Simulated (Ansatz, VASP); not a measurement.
One calculation of Ga2P, two programs

```
Ga P
1.0
     3.71527    0.00000    0.00000
     0.00000    3.71527    0.00000
     0.00000    0.00000    7.86864
Ga P
4 2
Direct
  0.00000 0.00000 0.00000
  0.50000 0.50000 0.00000
  0.00000 0.50000 0.36253
  0.50000 0.00000 0.63747
  0.00000 0.50000 0.68278
  0.50000 0.00000 0.31722
```

Alike in both runs: task single point; functional PBE; k mesh 6 × 6 × 4; occupations gaussian, width 0.1 eV; no spin polarisation.

|  | VASP | Ansatz |
| --- | --- | --- |
| version | VASP 6.6.1 | Ansatz 0.2.0 |
| potentials or method | VASP PAW PBE potentials, release 64 (Ga_d, P), cutoff 520 eV | scalar-relativistic, plane waves, PAW |
| valence electrons in the cell | 62 | 62 |

|  | VASP | Ansatz | Ansatz less VASP |
| --- | --- | --- | --- |
| gap on the k mesh at the Fermi level (eV) | none | none | - |
| pressure (GPa) | 0.4 | 0.3 | -0.08 |
| traceless stress, the component that is largest in VASP (GPa) | 0.95 | 1.01 | +0.053 |
| rms of the force components (eV/Å) | 0.029 | 0.028 | -0.0011 |

Atom by atom the forces differ by 0.001 eV/Å (rms over components). A gap of «none» marks a metal or a gap that the smearing closes.
